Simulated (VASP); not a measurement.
# Sn2Se (P6/mmm) in VASP: notebook

The runs below take Sn2Se through relaxation of cell and atoms, single point, with PBE.

Program: VASP 6.6.1. These are calculated values, not measurements. Logs are shortened: lines on timing, memory, paths and dates and some standing lists are left out, and cuts for length are marked.

### 1 The cell of the first run

It takes space group P6/mmm (No. 191, hexagonal). Conventional cell: a = 3.912 Å, b = 3.912 Å, c = 6.937 Å, α = 90.00°, β = 90.00°, γ = 120.00°. Sn (site symmetry -6m2) has 3 Sn at 2.26 Å and 3 Se at 2.26 Å within 3.0 Å. Se (site symmetry 6/mmm) has 6 Sn at 2.26 Å within 3.0 Å.

The cell was built from a structure type or drawn by symmetry, and may not be a known phase.

### 2 Relaxation of cell and atoms, PBE

File INCAR:

```
SYSTEM = Sn2Se
ALGO = Normal
EDIFF = 1E-6
EDIFFG = -0.04
ENCUT = 600
GGA = PE
IBRION = 2
ISIF = 3
ISMEAR = 0
LASPH = .True.
LCHARG = .False.
LREAL = .False.
LWAVE = .False.
NELM = 60
NSW = 90
PREC = Accurate
SIGMA = 0.1
```

File KPOINTS:

```
k-points
0
Gamma
  6 6 4
  0 0 0
```

File POSCAR:

```
Sn2Se
1.0
    3.9121466100      0.0000000000      0.0000000000
   -1.9560733100      3.3880183500      0.0000000000
    0.0000000000      0.0000000000      6.9373025300
Sn Se
2 1
Direct
    0.3333333300      0.6666666700      0.0000000000
    0.6666666700      0.3333333300      0.0000000000
    0.0000000000      0.0000000000      0.0000000000
```

Potentials or basis: VASP PAW PBE potentials, release 64 (Sn_d, Se).

Started as:

```bash
cat potpaw_PBE.64/Sn_d/POTCAR potpaw_PBE.64/Se/POTCAR > POTCAR
mpirun -np 1 vasp_std > vasp.out
```

OUTCAR:

```text
SYSTEM = Sn2Se
   EDIFF = 1E-6
   EDIFFG = -0.04
   ENCUT = 600
   GGA = PE
   IBRION = 2
   ISIF = 3
   ISMEAR = 0
   LASPH = .True.
   LREAL = .False.
   NELM = 60
   NSW = 90
   PREC = Accurate

 ion  position               nearest neighbor table
   1  0.333  0.667  0.000-   2 2.26   2 2.26   3 2.26   3 2.26   3 2.26   2 2.26
   2  0.667  0.333  0.000-   1 2.26   1 2.26   3 2.26   3 2.26   3 2.26   1 2.26
   3  0.000  0.000  0.000-   1 2.26   2 2.26   2 2.26   1 2.26   2 2.26   1 2.26

  LATTYP: Found a hexagonal cell.
 ALAT       =     3.9121466100
 C/A-ratio  =     1.7732726356

  Lattice vectors:

 A1 = (   3.9121466100,   0.0000000000,   0.0000000000)
 A2 = (  -1.9560733100,   3.3880183500,   0.0000000000)
 A3 = (   0.0000000000,   0.0000000000,   6.9373025300)

Analysis of symmetry for initial positions (statically):
=====================================================================
 Subroutine PRICEL returns:
 Original cell was already a primitive cell.

 Routine SETGRP: Setting up the symmetry group for a
 hexagonal supercell.

 Subroutine GETGRP returns: Found 24 space group operations
 (whereof 24 operations were pure point group operations)
 out of a pool of 24 trial point group operations.

The static configuration has the point symmetry D_6h.

Analysis of symmetry for dynamics (positions and initial velocities):
=====================================================================
 Subroutine PRICEL returns:
 Original cell was already a primitive cell.

 Routine SETGRP: Setting up the symmetry group for a
 hexagonal supercell.

 Subroutine GETGRP returns: Found 24 space group operations
 (whereof 24 operations were pure point group operations)
 out of a pool of 24 trial point group operations.

The dynamic configuration has the point symmetry D_6h.

 Subroutine INISYM returns: Found 24 space group operations
 (whereof 24 operations are pure point group operations),
 and found     1 'primitive' translations

----------------------------------------------------------------------------------------

                                     Primitive cell

  volume of cell :      91.9500

  direct lattice vectors                    reciprocal lattice vectors
     3.912146610  0.000000000  0.000000000     0.255614142  0.147578894  0.000000000
    -1.956073310  3.388018350  0.000000000     0.000000000  0.295157787  0.000000000
     0.000000000  0.000000000  6.937302530     0.000000000  0.000000000  0.144148247

  length of vectors
     3.912146610  3.912146615  6.937302530     0.295157788  0.295157787  0.144148247

  position of ions in fractional coordinates (direct lattice)
     0.333333330  0.666666670  0.000000000
     0.666666670  0.333333330  0.000000000
     0.000000000  0.000000000  0.000000000

  ion indices of the primitive-cell ions
   primitive index   ion index
                 1           1
                 2           2
                 3           3

----------------------------------------------------------------------------------------

 KPOINTS: k-points

Automatic generation of k-mesh.
 Grid dimensions read from file:
 generate k-points for:    6    6    4

 Generating k-lattice:

  Cartesian coordinates                     Fractional coordinates (reciprocal lattice)
     0.042602357  0.024596482  0.000000000     0.166666667  0.000000000  0.000000000
     0.000000000  0.049192965  0.000000000     0.000000000  0.166666667  0.000000000
     0.000000000  0.000000000  0.036037062     0.000000000  0.000000000  0.250000000

  Length of vectors
     0.049192965  0.049192965  0.036037062

  Shift w.r.t. Gamma in fractional coordinates (k-lattice)
     0.000000000  0.000000000  0.000000000

 Subroutine IBZKPT returns following result:
 ===========================================

 Found     21 irreducible k-points:

 Following reciprocal coordinates:
            Coordinates               Weight
  0.000000  0.000000  0.000000      1.000000
  0.166667 -0.000000  0.000000      6.000000
  0.333333 -0.000000  0.000000      6.000000
  0.500000  0.000000  0.000000      3.000000
  0.166667  0.166667  0.000000      6.000000
  0.333333  0.166667  0.000000     12.000000
[... 13 lines left out ...]
  0.333333  0.166667  0.500000     12.000000
  0.333333  0.333333  0.500000      2.000000
   k-points           NKPTS =     21   k-points in BZ     NKDIM =     21   number of bands    NBANDS=     21
   number of dos      NEDOS =    301   number of ions     NIONS =      3
   total plane-waves  NPLWV =  57344
   dimension x,y,z NGX =    32 NGY =   32 NGZ =   56
   dimension x,y,z NGXF=    64 NGYF=   64 NGZF=  112
   ions per type =               2   1
   NGX,Y,Z   is equivalent  to a cutoff of  13.60, 13.60, 13.42 a.u.
   NGXF,Y,Z  is equivalent  to a cutoff of  27.20, 27.20, 26.84 a.u.
 SYSTEM =  Sn2Se
   PREC   = accura    normal or accurate (medium, high low for compatibility)
   ISTART =      0    job   : 0-new  1-cont  2-samecut
   ICHARG =      2    charge: 1-file 2-atom 10-const
   ISPIN  =      1    spin polarized calculation?
   LNONCOLLINEAR =      F non collinear calculations
   LSORBIT =      F    spin-orbit coupling
   LASPH  =      T    aspherical Exc in radial PAW
   ENCUT  =  600.0 eV  44.10 Ry    6.64 a.u.   7.81  7.81 13.86*2*pi/ulx,y,z
   NELM   =     60;   NELMIN=  2; NELMDL= -5     # of ELM steps
   EDIFF  = 0.1E-05   stopping-criterion for ELM
   LREAL  =      F    real-space projection
   EDIFFG = -.4E-01   stopping-criterion for IOM
   NSW    =     90    number of steps for IOM
   IBRION =      2    ionic relax: 0-MD 1-quasi-New 2-CG
   NFREE  =      1    steps in history (QN), initial steepest desc. (CG)
   ISIF   =      3    stress and relaxation
   ISYM   =      2    0-nonsym 1-usesym 2-fastsym
   POTIM  = 0.5000    time-step for ionic-motion
   TEBEG  =    0.0;   TEEND  =   0.0 temperature during run
   PSTRESS=    0.0 pullay stress
   NELECT =      34.0000    total number of electrons
   NUPDOWN=      -1.0000    fix difference up-down
   EMIN   =  10.00;   EMAX   =-10.00  energy-range for DOS
   EFERMI =   0.00;   METHOD = LEGACY
   ISMEAR =     0;   SIGMA  =   0.10  broadening in eV -4-tet -1-fermi 0-gaus
   EFERMI_NEDOS =   21; number of points for ismear=-14 and -15
   IALGO  =     38    algorithm
   IMIX   =      4    mixing-type and parameters
     AMIX     =   0.40;   BMIX     =  1.00
     AMIX_MAG =   1.60;   BMIX_MAG =  1.00
  volume/ion in A,a.u.               =      30.65       206.84
  Fermi-wavevector in a.u.,A,eV,Ry     =   1.175035  2.220493 18.785648  1.380706
  Thomas-Fermi vector in A             =   2.311422
   LORBIT       =      0    0 simple, 1 ext, 2 COOP (PROOUT), +10 PAW based schemes
   GGA     = PE    functional components
   LHFCALC =     F    Hartree Fock is set to
   AEXX    =    0.0000 exact exchange contribution
   IVDW    =     0    specifies the selected vdW correction
   LEPSILON=     F    determine dielectric tensor
   LRPA    =     F    only Hartree local field effects (RPA)
 conjugate gradient relaxation of ions
 non-spin polarized calculation
 Gauss-broadening in eV      SIGMA  =   0.10
  energy-cutoff  :      600.00
  volume of cell :       91.95
 maximum number of plane-waves:      3090
 NGX is ok and might be reduce to    32
   NGX = 15   NGY = 15   NGZ = 27

--------------------------------------- Ionic step        1  -------------------------------------------

 number of electron      33.9999997 magnetization

 Free energy of the ion-electron system (eV)
  ---------------------------------------------------
  ext. energy  EPLUGINS =         0.00000000
  ---------------------------------------------------
  free energy    TOTEN  =         9.72850880 eV

  energy without entropy =        9.76026951  energy(sigma->0) =        9.74438915

 E-fermi :   6.0892     XC(G=0):  -7.5980

 val. band max:        6.0683123166   @ k =   0.3333  -0.0000   0.5000
 cond. band min:       6.1243822334   @ k =   0.3333   0.1667   0.0000
 fundamental gap:      0.0560699168
 Fermi energy:         6.0891659797

 k-point     1 :       0.0000    0.0000    0.0000
  band No.  band energies     occupation
      1     -19.2988      2.00000
      2     -18.6073      2.00000
      3     -18.6073      2.00000
      4     -18.3629      2.00000
      5     -18.3629      2.00000
      6     -18.0019      2.00000
[... 13 lines left out ...]
     20       7.5136      0.00000
     21      12.0688      0.00000
[... 1113 lines left out ...]
 VOLUME and BASIS-vectors are now :
 -----------------------------------------------------------------------------
  energy-cutoff  :      600.00
  volume of cell :      174.60
      direct lattice vectors                 reciprocal lattice vectors
     5.391445794 -0.000000002  0.000000000     0.185479005  0.107086354  0.000000000
    -2.695722906  4.669129027  0.000000000     0.000000000  0.214172706  0.000000000
     0.000000000 -0.000000000  6.936021192    -0.000000000 -0.000000000  0.144174877

 POSITION                                       TOTAL-FORCE (eV/Angst)
 -----------------------------------------------------------------------------------
     -0.00000      3.11275      0.00000        -0.000000     -0.000000     -0.000000
      2.69572      1.55638      0.00000         0.000000      0.000000      0.000000
      0.00000      0.00000      0.00000        -0.000000      0.000000      0.000000
 -----------------------------------------------------------------------------------
    total drift:                               -0.000000      0.000000      0.000000

  FREE ENERGIE OF THE ION-ELECTRON SYSTEM (eV)
  ---------------------------------------------------
  free  energy   TOTEN  =        -9.8663049109 eV

  energy  without entropy=       -9.8522654620  energy(sigma->0) =       -9.85928519

--------------------------------------- Ionic step        5  -------------------------------------------

 number of electron      33.9999970 magnetization

 Free energy of the ion-electron system (eV)
  ---------------------------------------------------
  ext. energy  EPLUGINS =         0.00000000
  ---------------------------------------------------
  free energy    TOTEN  =        -9.88889345 eV

  energy without entropy =       -9.87271500  energy(sigma->0) =       -9.88080422

 E-fermi :   0.8504     XC(G=0):  -6.0693

 val. band max:        0.8276037099   @ k =   0.3333  -0.0000   0.0000
 cond. band min:       0.9015479396   @ k =   0.1667   0.1667   0.5000
 fundamental gap:      0.0739442297
 Fermi energy:         0.8503796902

 k-point     1 :       0.0000    0.0000    0.0000
  band No.  band energies     occupation
      1     -20.8646      2.00000
      2     -20.8244      2.00000
      3     -20.8244      2.00000
      4     -20.8055      2.00000
      5     -20.8055      2.00000
      6     -20.7288      2.00000
[... 13 lines left out ...]
     20       3.8447      0.00000
     21       4.2717      0.00000
[... 491 lines left out ...]
 VOLUME and BASIS-vectors are now :
 -----------------------------------------------------------------------------
  energy-cutoff  :      600.00
  volume of cell :      169.12
      direct lattice vectors                 reciprocal lattice vectors
     5.306074185 -0.000000002  0.000000000     0.188463253  0.108809310  0.000000000
    -2.653037101  4.595195044  0.000000000     0.000000000  0.217618619  0.000000000
     0.000000000 -0.000000000  6.936095139    -0.000000000 -0.000000000  0.144173340

 POSITION                                       TOTAL-FORCE (eV/Angst)
 -----------------------------------------------------------------------------------
     -0.00000      3.06346      0.00000        -0.000000     -0.000000     -0.000000
      2.65304      1.53173      0.00000         0.000000      0.000000      0.000000
      0.00000     -0.00000      6.93610         0.000000      0.000000      0.000000
 -----------------------------------------------------------------------------------
    total drift:                               -0.000000      0.000000      0.000000

  FREE ENERGIE OF THE ION-ELECTRON SYSTEM (eV)
  ---------------------------------------------------
  free  energy   TOTEN  =        -9.8888934517 eV

  energy  without entropy=       -9.8727149964  energy(sigma->0) =       -9.88080422

 reached required accuracy - stopping structural energy minimisation
```

Wall time 3.8 min (1 thread of Intel Xeon 8259CL, shared host); peak memory 0.26 GiB.

What came out:

| Item | Value |
| --- | --- |
| Free energy | -9.8889 eV |
| Relaxed cell | a = 5.306 Å, b = 5.306 Å, c = 6.936 Å, α = 90.00°, β = 90.00°, γ = 120.00° |
| Space group after relaxing (to 0.1 Å) | P6/mmm (No. 191) |
| Pressure after relaxing | 0.0 GPa |
| Band gap on the k mesh | zero (bands 17 and 18 overlap by 1.85 eV) |

Final structure:
```
Sn Se
1.0
     5.30607    0.00000    0.00000
    -2.65304    4.59520    0.00000
     0.00000    0.00000    6.93610
Sn Se
2 1
Cartesian
  0.0000 3.0635 0.0000
  2.6530 1.5317 0.0000
  0.0000 0.0000 6.9361
```

Levels at points of the mesh, in eV from the Fermi level:
| k point | band 13 | band 14 | band 15 | band 16 | band 17 | band 18 | band 19 | band 20 | band 21 |
| --- | --- | --- | --- | --- | --- | --- | --- | --- | --- |
| (0.00, 0.00, 0.00) | -3.77 | -3.43 | -3.43 | -2.95 | -1.69 | -1.69 | 0.69 | 2.99 | 3.42 |
| (0.50, 0.00, 0.00) | -6.20 | -4.62 | -2.07 | -0.41 | -0.38 | 1.32 | 1.33 | 1.75 | 3.97 |
| (0.00, 0.00, 0.50) | -3.76 | -3.43 | -3.43 | -3.03 | -1.68 | -1.68 | 0.57 | 2.91 | 4.69 |
| (0.50, 0.00, 0.50) | -6.20 | -4.62 | -2.11 | -0.53 | -0.41 | 1.20 | 1.33 | 1.76 | 3.97 |

Caveat: the volume moved by over 15 % at a fixed basis, so the end points are rough; spin-orbit coupling is left out, which moves the levels of the heavy elements.

### 3 Relaxation of cell and atoms, PBE

This run uses another cell than the first one, of 26.48 Å³/atom.

File INCAR:

```
PREC = Accurate ; ENCUT = 600
EDIFF = 1E-7 ; ISMEAR = 0
SIGMA = 0.1 ; LREAL = F
LASPH = T ; NELM = 80
ALGO = Normal ; ISIF = 3
LWAVE = F ; LCHARG = F
GGA = PE ; IBRION = 2
NSW = 90 ; EDIFFG = -0.04
```

File KPOINTS:

```
Automatic mesh
0
Gamma
  6 6 6
```

File POSCAR:

```
Sn2Se
1.0
    5.5817420868      0.0000000000      0.0000000000
   -2.7908710434      4.8339304445      0.0000000000
    0.0000000000      0.0000000000      2.9440921014
Sn Se
2 1
Direct
    0.3333333333      0.6666666667      0.0000000000
    0.6666666667      0.3333333333      0.0000000000
    0.0000000000      0.0000000000      0.0000000000
```

Potentials or basis: VASP PAW PBE potentials, release 64 (Sn_d, Se).

Started as:

```bash
cat potpaw_PBE.64/Sn_d/POTCAR potpaw_PBE.64/Se/POTCAR > POTCAR
mpirun -np 1 vasp_std > vasp.out
```

Wall time 2.9 min (1 thread of Intel Xeon 8259CL, shared host); peak memory 0.26 GiB.

It converged, with:

* Free energy: -11.0156 eV
* Relaxed volume: 26.90 Å³/atom
* Relaxed cell: a = 5.437 Å, b = 5.437 Å, c = 3.152 Å, α = 90.00°, β = 90.00°, γ = 120.00°
* Space group after relaxing (to 0.1 Å): P6/mmm (No. 191)
* Energy gained by relaxing: 36.6 meV/atom
* Ionic steps: 5
* Pressure after relaxing: 0.0 GPa
* Band gap on the k mesh: zero (bands 17 and 18 overlap by 2.72 eV)

Stress tensor (GPa, compression positive):
```
 0.03  0.00  0.00
 0.00  0.03  0.00
 0.00  0.00 -0.21
```

The path:
```csv
step,energy change (eV),largest force (eV/Å),pressure (GPa),volume (Å³)
1,0.0000,0.0000,0.84,79.44
2,-0.0955,0.0000,-0.34,80.94
3,-0.1076,0.0000,-0.68,81.71
4,-0.1095,0.0000,0.23,80.28
5,-0.1099,0.0000,-0.05,80.70
```

Final structure:
```yaml
crystal:
  lattice:
    - [5.43723, 0.00000, 0.00000]
    - [-2.71862, 4.70878, 0.00000]
    - [0.00000, 0.00000, 3.15212]
  atoms:
    - { symbol: Sn, position: [0.33333, 0.66667, 0.00000] }
    - { symbol: Sn, position: [0.66667, 0.33333, 0.00000] }
    - { symbol: Se, position: [0.00000, 0.00000, 0.00000] }
```

Levels at points of the mesh, in eV from the Fermi level:
| k point | band 15 | band 16 | band 17 | band 18 | band 19 | band 20 |
| --- | --- | --- | --- | --- | --- | --- |
| (0.00, 0.00, 0.00) | -3.66 | -2.40 | -2.40 | 1.35 | 5.85 | 5.85 |
| (0.50, 0.00, 0.00) | -1.07 | 0.15 | 0.97 | 1.56 | 2.97 | 3.53 |
| (0.00, 0.00, 0.50) | -2.37 | -2.27 | -1.69 | -0.33 | -0.33 | -0.23 |
| (0.50, 0.00, 0.50) | -3.35 | -2.91 | -1.44 | 0.37 | 2.47 | 2.60 |

Caveat: spin-orbit coupling is left out, which moves the levels of the heavy elements.

### 4 Single point, PBE

This run uses another cell than the first one, of 26.83 Å³/atom.

File INCAR:

```
ALGO = Normal
EDIFF = 1E-6
ENCUT = 520
GGA = PE
ISIF = 2
ISMEAR = 0
LASPH = T
LCHARG = T
LELF = T
LREAL = F
LVHAR = T
LWAVE = F
NBANDS = 24
NELM = 100
PREC = Accurate
SIGMA = 0.1
```

File KPOINTS:

```
k-points
0
Gamma
  12 12 14
```

File POSCAR:

```
Sn2Se
1.0
    5.6055090800      0.0000000000      0.0000000000
   -2.8027545400      4.8545132644      0.0000000000
    0.0000000000      0.0000000000      2.9580901195
Sn Se
2 1
Direct
    0.3333333333      0.6666666667      0.0000000000
    0.6666666667      0.3333333333      0.0000000000
    0.0000000000      0.0000000000      0.0000000000
```

Started as:

```bash
cat potpaw_PBE.64/Sn_d/POTCAR potpaw_PBE.64/Se/POTCAR > POTCAR
mpirun -np 1 vasp_std > vasp.out
```

Wall time 3.5 min (1 thread of Intel Xeon 8259CL, shared host); peak memory 0.39 GiB.

Results (log left out):

```
Free energy            : -11.1110 eV
Pressure               : 0.0 GPa
Band gap on the k mesh : zero (bands 17 and 18 overlap by 3.72 eV)
```

Levels at points of the mesh, in eV from the Fermi level:
```tsv
k point	band 15	band 16	band 17	band 18	band 19	band 20
(0.00, 0.00, 0.00)	-4.03	-2.76	-2.76	1.96	4.59	4.59
(0.50, 0.00, 0.00)	-1.88	-0.66	0.20	2.06	2.21	2.52
(0.00, 0.00, 0.50)	-2.23	-2.23	-2.21	-1.13	0.02	0.02
(0.50, 0.00, 0.50)	-3.34	-3.01	-2.18	0.07	2.41	2.41
```

Caveat: spin-orbit coupling is left out, which moves the levels of the heavy elements.

### 5 Summary

| task | cell | k mesh | cutoff (eV) | gap on the mesh (eV) | pressure (GPa) | relaxed volume (Å³/atom) |
| --- | --- | --- | --- | --- | --- | --- |
| relaxation of cell and atoms | relaxed from a = 3.912, b = 3.912, c = 6.937 Å, angles 90.0, 90.0, 120.0°, 3 atoms | 6 × 6 × 4 | 600 | none | 0.0 | 56.37 |
| relaxation of cell and atoms | relaxed from a = 5.582, b = 5.582, c = 2.944 Å, angles 90.0, 90.0, 120.0°, 3 atoms | 6 × 6 × 6 | 600 | none | 0.0 | 26.90 |
| single point | a = 5.606, b = 5.606, c = 2.958 Å, angles 90.0, 90.0, 120.0°, 3 atoms | 12 × 12 × 14 | 520 | none | 0.0 | - |

Alike in all rows: level PBE; potentials or basis VASP PAW PBE potentials, release 64 (Sn_d, Se); no spin polarisation; smearing gaussian 0.1 eV.

Caveats: spin-orbit coupling is left out, which moves the levels of the heavy elements; the volume moved by over 15 % at a fixed basis, so the end points are rough (at least some runs).

Total energies depend on the potentials used, so only differences within one code and one set of settings carry meaning.
